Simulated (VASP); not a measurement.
A run of VASP 6.6.1 is set up as follows.

The input INCAR:

```
SYSTEM = Si
ALGO = Normal
EDIFF = 1E-6
ENCUT = 520
GGA = PE
ISIF = 2
ISMEAR = 0
LASPH = .True.
LCHARG = .False.
LREAL = .False.
LWAVE = .False.
NBANDS = 16
NELM = 60
PREC = Accurate
SIGMA = 0.05
```

Contents of KPOINTS:

```
k-points
0
Gamma
  8 8 6
  0 0 0
```

File POSCAR:

```
Si
1.0
    0.0000000000     -2.6890902545     -2.6890902545
    0.0000000000      2.6890902545     -2.6890902545
    5.3781805090      0.0000000000      0.0000000000
Si
4
Direct
    0.5079281072      0.5291944823      0.0000000000
   -0.0079281072     -0.0291944823      0.5000000000
    1.0079281072      0.4708055177      0.2500000000
    0.4920718928      0.0291944823      0.7500000000
```

Potentials or basis: VASP PAW PBE potentials, release 64 (Si).

Run with:

```bash
$ cat potpaw_PBE.64/Si/POTCAR > POTCAR
$ mpirun -np 1 vasp_std > vasp.out
```

Task: Estimate the pressure.

Result: 4.3 GPa.

Task: Predict the band gap on the k mesh.

Result: 0.49 eV (least direct gap 0.63 eV).

Task: What does it give for the largest force?

Result: 0.249 eV/Å.

Forces on the atoms (eV/Å):
```
Si   0.113 -0.117  0.189
Si   0.113  0.117 -0.189
Si  -0.113  0.189 -0.117
Si  -0.113 -0.189  0.117
```

Caveat: the cell differs from its parent crystal (atoms displaced along a vibrational mode, the cell strained); the cell stands under pressure. A k mesh can miss the band edges.
